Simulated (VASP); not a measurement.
# Si: single point with LDA

Si:

```xyz
2
Lattice="0.0000 2.7007 2.7007 2.7007 0.0000 2.7007 2.7007 2.7007 0.0000" Properties=species:S:1:pos:R:3 pbc="T T T"
Si    0.0000    0.0000    0.0000
Si    1.3504    1.3504    1.3504
```

```yaml
Program: VASP 6.6.1
Task: single point
Functional: LDA
Potentials_or_basis: VASP PAW LDA potentials, release 64 (Si)
Cutoff: 500 eV
k_mesh: 10 × 10 × 10
Occupations: gaussian, width 0.02 eV
Spin: no spin polarisation
Dipole_correction: no
Further_INCAR_settings: ALGO = Normal; EDIFF = 1e-06; NBANDS = 11
```

The pressure is 0.1 GPa and the band gap on the k mesh is 0.45 eV (least direct gap 2.53 eV).

Levels at points of the mesh, in eV from the valence-band top:
```tsv
k point	band 2	band 3	band 4	band 5	band 6	band 7
(0.00, 0.00, 0.00)	0.00	0.00	0.00	2.53	2.53	2.53
(0.50, 0.00, 0.00)	-7.07	-1.21	-1.21	1.49	3.29	3.29
(0.50, 0.50, 0.00)	-7.87	-2.90	-2.90	0.57	0.57	10.12
```

It took 25 s on 1 thread of Intel Xeon 8259CL, on a shared host, peak memory 0.14 GiB.

A k mesh can miss the band edges.
